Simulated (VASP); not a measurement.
Write the native input for VASP 6.6.1 that does the following.

- Task: single point
- Functional: RPBE
- Potentials or basis: VASP PAW PBE potentials, release 64 (Si, C)
- Cutoff: 600 eV
- k mesh: 10 × 10 × 10
- Occupations: fermi-dirac, width 0.05 eV
- Spin: no spin polarisation
- Dipole correction: no
- Further INCAR settings: ALGO = Normal; EDIFF = 1e-06; NBANDS = 11

The structure of SiC (Moissanite 3C) lies in POSCAR:

```
SiC
1.0
    0.0000000000      2.1345181309      2.1345181309
    2.1345181309      0.0000000000      2.1345181309
    2.1345181309      2.1345181309      0.0000000000
Si C
1 1
Direct
    0.0000000000      0.0000000000      0.0000000000
    0.7500000000      0.7500000000      0.7500000000
```

One way to write it, as run:

INCAR

```
SYSTEM = SiC
ALGO = Normal ; EDIFF = 1E-6
ENCUT = 600 ; GGA = RP
GGA_COMPAT = .False. ; ISIF = 2
ISMEAR = -1 ; LASPH = .True.
LCHARG = .False. ; LREAL = .False.
LWAVE = .False. ; NBANDS = 11
NELM = 120 ; PREC = Accurate
SIGMA = 0.05
```

KPOINTS

```
k-points
0
Gamma
  10 10 10
  0 0 0
```

Potentials or basis: VASP PAW PBE potentials, release 64 (Si, C).

Launch:

```console
$ cat potpaw_PBE.64/Si/POTCAR potpaw_PBE.64/C/POTCAR > POTCAR
$ mpirun -np 1 vasp_std > vasp.out
```

Results of the run:

| Property | Result |
| --- | --- |
| Pressure | 21.8 GPa |
| Band gap on the k mesh | 1.30 eV, indirect (least direct gap 4.59 eV) |

Caveat: the PAW data sets were made with another functional, which shifts forces and pressure a little.

Run time: 18 s on 1 thread of AMD EPYC 7R43 64-Core Processor (Zen 3), on a shared host, peak memory 0.1 GiB.
